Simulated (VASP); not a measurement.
Input of a VASP 6.6.1 run:

INCAR

```
SYSTEM = Hf3N4
  PREC = Accurate
  ENCUT = 600
  EDIFF = 1E-6
  ISMEAR = 0
  SIGMA = 0.02
  LREAL = .False.
  LASPH = .True.
  NELM = 120
  ALGO = Normal
  ISIF = 2
  LWAVE = .False.
  LCHARG = .False.
  GGA = PS
  NBANDS = 63
  GGA_COMPAT = .False.
```

The input KPOINTS:

```
regular mesh
0
Gamma
  6 6 6
  0 0 0
```

The input POSCAR:

```
Hf3N4
1.0
   -3.3671426616      3.3671426616      3.3671426616
    3.3671426616     -3.3671426616      3.3671426616
    3.3671426616      3.3671426616     -3.3671426616
Hf N
6 8
Direct
    0.2500000000      0.6250000000      0.3750000000
    0.3750000000      0.2500000000      0.6250000000
    0.7500000000      0.8750000000      0.1250000000
    0.1250000000      0.7500000000      0.8750000000
    0.6250000000      0.3750000000      0.2500000000
    0.8750000000      0.1250000000      0.7500000000
    0.1330092770      0.1330092770      0.1330092770
    0.8669907230      0.5000000000      0.0000000000
    0.5000000000      0.0000000000      0.3669907230
    0.0000000000      0.8669907230      0.5000000000
    0.3669907230      0.5000000000      0.0000000000
    0.6330092770      0.6330092770      0.6330092770
    0.0000000000      0.3669907230      0.5000000000
    0.5000000000      0.0000000000      0.8669907230
```

Potentials or basis: VASP PAW PBE potentials, release 64 (Hf_pv, N).

The run is started by

```sh
$ cat potpaw_PBE.64/Hf_pv/POTCAR potpaw_PBE.64/N/POTCAR > POTCAR
$ mpirun -np 1 vasp_std > vasp.out
```

(1) Estimate the largest force.

(2) Predict the band gap on the k mesh.

(3) Predict the pressure.

Results:

(1) 0.054 eV/Å.

(2) 0.96 eV.

(3) -11.0 GPa.

Caveat: the cell stands under tension; the PAW data sets were made with another functional, which shifts forces and pressure a little; spin-orbit coupling is left out, which moves the levels of the heavy elements.
